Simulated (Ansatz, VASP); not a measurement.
# One calculation of TiC, two programs

The input INCAR:

```
SYSTEM = TiC
  ALGO = Normal
  EDIFF = 1E-7
  ENCUT = 520
  ISIF = 2
  ISMEAR = -1
  LASPH = .True.
  LCHARG = .False.
  LREAL = .False.
  LWAVE = .False.
  NBANDS = 15
  NELM = 100
  PREC = Accurate
  SIGMA = 0.05
```

KPOINTS

```
k-points
0
Gamma
  11 11 11
  0 0 0
```

The input POSCAR:

```
TiC
1.0
    3.0830729217      0.0000000000      0.0000000000
    1.5415364609      2.6700194719      0.0000000000
    1.5415364609      0.8900064907      2.5173184993
Ti C
1 1
Direct
    0.0000000000      0.0000000000      0.0000000000
    0.5000000000      0.5000000000      0.5000000000
```

input.yaml

```yaml
crystal:
  lattice:
    - [3.0830729217, 0.0, 0.0]
    - [1.5415364609, 2.6700194719, 0.0]
    - [1.5415364609, 0.8900064907, 2.5173184993]
  atoms:
    - { symbol: Ti, position: [0.0, 0.0, 0.0] }
    - { symbol: C, position: [0.5, 0.5, 0.5] }
hamiltonian:
  xc: lda
  pseudopotentials: { kind: paw }
kpoints:
  mp_grid: { grid: [11, 11, 11] }
scf:
  occupations: { method: fermi_dirac, width: 0.05 }
output:
  forces: true
  stress: true
  eigenvalues: true
  write_density: true
  write_potential: true
  elf: true
  volumetric_format: npy
```

Alike in both runs: task single point; functional LDA; k mesh 11 × 11 × 11; occupations fermi-dirac, width 0.05 eV; no spin polarisation.

|  | VASP | Ansatz |
| --- | --- | --- |
| version | VASP 6.6.1 | Ansatz 0.2.0 |
| potentials or method | VASP PAW LDA potentials, release 64 (Ti_sv, C) | Ansatz PAW |
| plane-wave cutoff (eV) | 520 | 420 |
| valence electrons in the cell | 16 | 16 |

```tsv
	VASP	Ansatz	Ansatz less VASP
gap on the k mesh at the Fermi level (eV)	none	none	-
pressure (GPa)	-16.3	-16.9	-0.67
```

LDA's correlation is that of Perdew and Zunger in VASP and of Perdew and Wang (1992) in Ansatz. A gap of «none» marks a metal or a gap that the smearing closes.
